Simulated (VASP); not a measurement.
The system is KF (zincblende type).

```xyz
2
Lattice="0.0000 2.5884 2.5884 2.5884 0.0000 2.5884 2.5884 2.5884 0.0000" Properties=species:S:1:pos:R:3 pbc="T T T"
K     0.0000    0.0000    0.0000
F     1.2942    1.2942    1.2942
```

- Program: VASP 6.6.1
- Task: relaxation of cell and atoms
- Functional: PBE
- Potentials or basis: VASP PAW PBE potentials, release 64 (K_sv, F)
- Cutoff: 600 eV
- k mesh: 11 × 11 × 11
- Occupations: fermi-dirac, width 0.05 eV
- Spin: no spin polarisation

At the start: pressure 23.1 GPa; volume 17.34 Å³/atom.

Where does the relaxation end?

Over 4 steps the energy falls by 432.7 meV/atom and the volume is 25.71 Å³/atom (+48.2 %); space group F-43m (No. 216, to 0.1 Å) before and after.

Step by step:
| step | energy change (eV) | largest force (eV/Å) | pressure (GPa) | volume (Å³) |
| --- | --- | --- | --- | --- |
| 1 | 0.0000 | 0.0000 | 23.09 | 34.68 |
| 2 | -0.8529 | 0.0000 | 1.61 | 48.80 |
| 3 | -0.8460 | 0.0000 | -1.77 | 54.77 |
| 4 | -0.8654 | 0.0000 | -0.03 | 51.42 |

Final structure:
```
CELL_PARAMETERS angstrom
0.00000 2.95144 2.95144
2.95144 0.00000 2.95144
2.95144 2.95144 0.00000
ATOMIC_POSITIONS crystal
K 0.00000 0.00000 0.00000
F 0.25000 0.25000 0.25000
```

Caveat: the volume moved by over 15 % at a fixed basis, so the end points are rough.
